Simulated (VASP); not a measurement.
Ti: single point with r2SCAN

The system is Ti.

```
CELL_PARAMETERS angstrom
4.70506 0.00000 0.00000
-2.35253 4.07470 0.00000
0.00000 0.00000 2.79592
ATOMIC_POSITIONS crystal
Ti 0.00000 0.00000 0.00000
Ti 0.33333 0.66667 0.50000
Ti 0.66667 0.33333 0.50000
```

This cell differs from its parent crystal: biaxial strain in the a-b plane: +3.0 %, then relaxed in part.

```json
{"Program": "VASP 6.6.1", "Task": "single point", "Functional": "r2SCAN", "Potentials or basis": "VASP PAW PBE potentials, release 64 (Ti_sv)", "Cutoff": "520 eV", "k mesh": "12 × 12 × 18", "Occupations": "gaussian, width 0.1 eV", "Spin": "no spin polarisation", "Dipole correction": "no", "Further INCAR settings": "ALGO = Normal; EDIFF = 1e-06; NBANDS = 25"}
```

```json
{
 "Pressure": "-4.7 GPa",
 "Band gap on the k mesh": "zero (bands 18 and 19 overlap by 0.27 eV)"
}
```

Stress tensor (GPa, compression positive):
```
-7.20  0.00  0.00
 0.00 -7.20  0.00
 0.00  0.00  0.40
```

Levels at points of the mesh, in eV from the Fermi level:
```csv
k point,band 15,band 16,band 17,band 18,band 19,band 20,band 21,band 22
"(0.00, 0.00, 0.00)",-0.78,-0.78,-0.77,-0.77,-0.16,0.61,1.39,1.39
"(0.50, 0.00, 0.00)",-2.60,-0.36,-0.35,-0.32,0.08,0.46,0.66,1.48
"(0.00, 0.00, 0.50)",-1.98,-1.71,-1.60,-1.60,1.01,1.01,1.42,1.42
"(0.50, 0.00, 0.50)",-1.69,-1.14,-0.73,-0.47,0.49,0.95,1.01,1.17
```

Wall time 18 min on 1 thread of Oxide Virtual Turin-like Processor, on a shared host, peak memory 0.29 GiB.

Caveat: the cell differs from its parent crystal (biaxial strain in the a-b plane: +3.0 %, then relaxed in part); the stress differs along the axes, from -7 to 0 GPa; the PAW data sets were made with another functional, which shifts forces and pressure a little.
